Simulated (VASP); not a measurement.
Write the native input for VASP 6.6.1 that does the following.

- Task: relaxation of cell and atoms
- Functional: PBE
- Potentials or basis: VASP PAW PBE potentials, release 64 (Ba_sv, Br)
- Cutoff: 600 eV
- k mesh: 14 × 14 × 12
- Occupations: gaussian, width 0.1 eV
- Spin: no spin polarisation
- Dipole correction: no
- Further INCAR settings: ALGO = Normal; EDIFF = 1e-07; IBRION = 2; EDIFFG = -0.01; NSW = 100; ISIF = 3

The structure of BaBr lies in POSCAR:

```
BaBr
1.0
    3.7454190100      0.0000000000      0.0000000000
    0.0000000000      3.7454190100      0.0000000000
    0.0000000000      0.0000000000      5.1158284500
Ba Br
1 1
Direct
    0.0000000000      0.0000000000      0.0000000000
    0.5000000000      0.5000000000      0.5000000000
```

The cell was generated, and may not be a known phase.

One way to write it, as run:

INCAR

```
SYSTEM = BaBr
ALGO = Normal ; EDIFF = 1E-7
EDIFFG = -0.01 ; ENCUT = 600
GGA = PE ; IBRION = 2
ISIF = 3 ; ISMEAR = 0
LASPH = .TRUE. ; LCHARG = .FALSE.
LREAL = .FALSE. ; LWAVE = .FALSE.
NELM = 100 ; NSW = 100
PREC = Accurate ; SIGMA = 0.1
```

KPOINTS

```
k-points
0
G
  14 14 12
  0 0 0
```

Potentials or basis: VASP PAW PBE potentials, release 64 (Ba_sv, Br).

Run with:

```console
$ cat potpaw_PBE.64/Ba_sv/POTCAR potpaw_PBE.64/Br/POTCAR > POTCAR
$ mpirun -np 1 vasp_std > vasp.out
```

It gave:

```yaml
Relaxed_volume: 33.93 Å³/atom
Relaxed_cell: a = 4.070 Å, b = 4.070 Å, c = 4.097 Å, α = 90.00°, β = 90.00°, γ = 90.00°
Space_group_after_relaxing_to_0.1_Å: Pm-3m (No. 221)
Energy_gained_by_relaxing: 92.3 meV/atom
Ionic_steps: 7
Pressure_after_relaxing: 0.0 GPa
Band_gap_on_the_k_mesh: zero (an odd number of electrons rules out a gap without spin polarisation)
```

Caveat: a cell axis changed by over 15 % at a fixed basis, so the end point is rough; spin-orbit coupling is left out, which moves the levels of the heavy elements; an odd number of electrons without spin polarisation forces a metal; a magnetic or distorted state may lie lower.

Run time: 8 min on 1 thread of Intel(R) Xeon(R) 6975P-C (Granite Rapids), on a shared host, peak memory 0.46 GiB.
